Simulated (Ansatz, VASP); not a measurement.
# Na2CdS2 in VASP and in Ansatz

```xyz
5
Lattice="4.7273 0.0000 0.0000 -2.3637 4.0940 0.0000 0.0000 0.0000 8.3440" Properties=species:S:1:pos:R:3 pbc="T T T"
Na    0.0000    2.7293    2.6825
Na    2.3637    1.3647    5.6615
Cd    0.0000    0.0000    0.0000
S     0.0000    0.0000    2.3328
S     0.0000    0.0000    6.0112
```

Alike in both runs: task relaxation of cell and atoms; functional PBE; k mesh 6 × 6 × 4; occupations gaussian, width 0.02 eV; no spin polarisation.

```csv
,VASP,Ansatz
version,VASP 6.6.1,Ansatz 0.2.0
potentials or method,"VASP PAW PBE potentials, release 64 (Na_pv, Cd, S), cutoff 600 eV","scalar-relativistic, plane waves, PAW"
valence electrons in the cell,38,50
```

```csv
,VASP,Ansatz,Ansatz less VASP
"gap on the k mesh at the Fermi level, each at its own relaxed structure (eV)",1.81,1.84,+0.024
relaxed volume (Å³/atom),33.08,33.35,+0.275
relaxed length of the cell vector where the two differ most in proportion (Å),8.538,8.625,+0.0873
```

VASP's potentials hold 38 valence electrons a cell and Ansatz's 50, so a difference there can come from the potentials and not from the codes.
